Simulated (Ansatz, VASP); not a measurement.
**GaSb: VASP beside Ansatz**

File INCAR:

```
PREC = Accurate
ENCUT = 520
EDIFF = 1E-6
ISMEAR = 0
SIGMA = 0.15
LREAL = F
LASPH = T
NELM = 80
ALGO = Normal
ISIF = 2
LWAVE = F
LCHARG = T
GGA = PE
LELF = T
LVHAR = T
NBANDS = 16
```

Contents of KPOINTS:

```
Automatic mesh
0
Gamma
  16 16 16
```

Contents of POSCAR:

```
GaSb
1.0
   -1.5041610370      2.4995406531      3.1712435421
    1.5041610370     -2.4995406531      3.1712435421
    1.5041610370      2.4995406531     -3.1712435421
Ga Sb
1 1
Direct
    0.0000000000      0.0000000000      0.0000000000
    0.5000000000      0.5000000000      0.0000000000
```

Input for Ansatz:

```yaml
crystal:
  lattice:
    - [-1.504161037, 2.4995406531, 3.1712435421]
    - [1.504161037, -2.4995406531, 3.1712435421]
    - [1.504161037, 2.4995406531, -3.1712435421]
  atoms:
    - { symbol: Ga, position: [0.0, 0.0, 0.0] }
    - { symbol: Sb, position: [0.5, 0.5, 0.0] }
basis:
  ecutwfc: 420
kpoints:
  mp_grid: { grid: [16, 16, 16] }
hamiltonian:
  xc: pbe
  pseudopotentials: { kind: paw, azcp: { folder: soft_1 } }
scf:
  occupations: { method: gaussian, width: 0.15 }
output:
  forces: true
  stress: true
  eigenvalues: true
```

Change from the starting cell: strain +e along x and -e along y -0.0133, strain +e along z and -e/2 along x and y +0.1000.

Alike in both runs: task single point; functional PBE; k mesh 16 × 16 × 16; occupations gaussian, width 0.15 eV; no spin polarisation.

```csv
,VASP,Ansatz
version,VASP 6.6.1,Ansatz 0.2.0
potentials or method,"VASP PAW PBE potentials, release 64 (Ga_d, Sb), cutoff 520 eV","scalar-relativistic, plane waves, PAW"
valence electrons in the cell,18,28
```

```csv
,VASP,Ansatz,Ansatz less VASP
gap on the k mesh at the Fermi level (eV),none,none,-
pressure (GPa),3.2,3.2,-0.02
"traceless stress, the component that is largest in VASP (GPa)",-9.81,-9.77,+0.035
```

A gap of «none» marks a metal or a gap that the smearing closes. The functional is the same, so the differences come from potentials, cutoffs and numerics. VASP's potentials hold 18 valence electrons a cell and Ansatz's 28, so a difference there can come from the potentials and not from the codes.

Spin-orbit coupling is off throughout.
